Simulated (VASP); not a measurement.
Here is a VASP 6.6.1 calculation.

The input POSCAR:

```
Ta
1.0
   -1.6555579557      1.6555579557      1.6555579557
    1.6555579557     -1.6555579557      1.6555579557
    1.6555579557      1.6555579557     -1.6555579557
Ta
1
Direct
    0.0000000000      0.0000000000      0.0000000000
```

INCAR.step1

```
SYSTEM = Ta
PREC = Accurate
ENCUT = 520
EDIFF = 1E-5
ISMEAR = -1
SIGMA = 0.02
LREAL = .False.
LASPH = .True.
NELM = 80
ALGO = Normal
ISIF = 2
LWAVE = .True.
LCHARG = .False.
NBANDS = 12
GGA = PE
```

Contents of INCAR.step2:

```
SYSTEM = Ta
PREC = Accurate
ENCUT = 520
EDIFF = 1E-7
ISMEAR = -1
SIGMA = 0.02
LREAL = .False.
LASPH = .True.
NELM = 80
ALGO = Normal
ISIF = 2
LWAVE = .False.
LCHARG = .False.
GGA = PE
LHFCALC = .True.
HFSCREEN = 0.2079
PRECFOCK = Normal
NBANDS = 12
ISTART = 1
```

KPOINTS

```
Automatic mesh
0
Gamma
  8 8 8
  0 0 0
```

Potentials or basis: VASP PAW PBE potentials, release 64 (Ta_pv).

Command:

```sh
$ cat potpaw_PBE.64/Ta_pv/POTCAR > POTCAR
$ cp INCAR.step1 INCAR
$ mpirun -np 1 vasp_std > vasp.out
$ cp INCAR.step2 INCAR
$ mpirun -np 1 vasp_std > vasp.out
```

(1) What does it give for the pressure?

(2) What does it give for the band gap on the k mesh?

## Answers

(1) -4.9 GPa.

(2) zero (an odd number of electrons rules out a gap without spin polarisation).

Caveat: the cell stands under tension; the PAW data sets were made with another functional, which shifts forces and pressure a little; spin-orbit coupling is left out, which moves the levels of the heavy elements.
